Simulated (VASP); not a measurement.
**LiH2C2F: single point with r2SCAN+D3(BJ)**

The system is LiH2C2F.

```
CELL_PARAMETERS angstrom
7.93277 0.00000 0.00000
0.00000 7.93277 0.00000
0.00000 0.00000 7.93277
ATOMIC_POSITIONS crystal
Li 0.23215 0.11135 0.49413
Li 0.87256 0.33745 0.08904
Li 0.67220 0.82619 0.03285
Li 0.87471 0.91794 0.38833
F 0.43158 0.12755 0.59235
F 0.02909 0.44261 0.15987
F 0.73291 0.83620 0.23927
F 0.03927 0.03369 0.46516
C 0.33485 0.74783 0.51310
C 0.24196 0.64898 0.45122
C 0.25267 0.99938 0.90884
C 0.25559 0.13800 0.97083
C 0.71318 0.58561 0.80563
C 0.56098 0.57849 0.83174
C 0.83324 0.09928 0.87076
C 0.68483 0.12898 0.84243
H 0.17196 0.56568 0.37326
H 0.41538 0.85033 0.55892
H 0.25207 0.26379 0.03181
H 0.24666 0.88539 0.84075
H 0.42186 0.57033 0.83771
H 0.84784 0.59148 0.77625
H 0.55655 0.13575 0.78393
H 0.97726 0.08343 0.87763
```

```yaml
Program: VASP 6.6.1
Task: single point
Functional: r2SCAN
Dispersion: D3(BJ)
Potentials_or_basis: VASP PAW PBE potentials, release 64 (Li_sv, F, C, H)
Cutoff: 520 eV
k_mesh: 1 × 1 × 1
Occupations: fermi-dirac, width 0.05 eV
Spin: no spin polarisation
```

| Item | Value |
| --- | --- |
| Largest force | 3.272 eV/Å |
| Dispersion energy per atom | -0.022 eV |

Forces in eV/Å, atoms in the order of the input:
```
Li   0.790  0.205  0.294
Li  -0.595 -0.415 -0.268
Li   0.128  0.127  0.163
Li  -0.080 -0.090 -0.125
F   -0.212 -0.212  0.069
F    0.651  0.241  0.080
F    0.105  0.148 -0.270
F   -0.554 -0.076 -0.063
C    1.942  2.310  1.262
C   -1.063 -1.368 -1.114
C   -0.010  0.654  0.195
C   -0.040  0.990  0.715
C   -1.257  0.062  0.274
C    0.847  0.132 -0.398
C    1.390  0.110 -0.063
C    0.266 -0.552 -0.199
H   -0.468 -0.396 -0.120
H   -0.494 -0.550 -0.174
H   -0.076 -1.206 -0.495
H    0.016 -0.413 -0.188
H    1.374  0.006  0.031
H   -0.921 -0.070  0.254
H    0.448  0.175  0.068
H   -2.190  0.184  0.075
```

Levels at points of the mesh, in eV from the Fermi level:
```
           k point  band 36  band 37  band 38  band 39  band 40  band 41  band 42  band 43  band 44  band 45
(0.00, 0.00, 0.00)    -1.83    -1.74    -1.64    -1.34    -1.23     3.40     3.79     4.19     4.37     4.47
```

Run time: 3.1 min on 1 thread of Intel(R) Xeon(R) Platinum 8488C (Sapphire Rapids), on a shared host, peak memory 0.55 GiB.

Caveat: the k points lie up to 0.79 Å⁻¹ apart; the PAW data sets were made with another functional, which shifts forces and pressure a little.
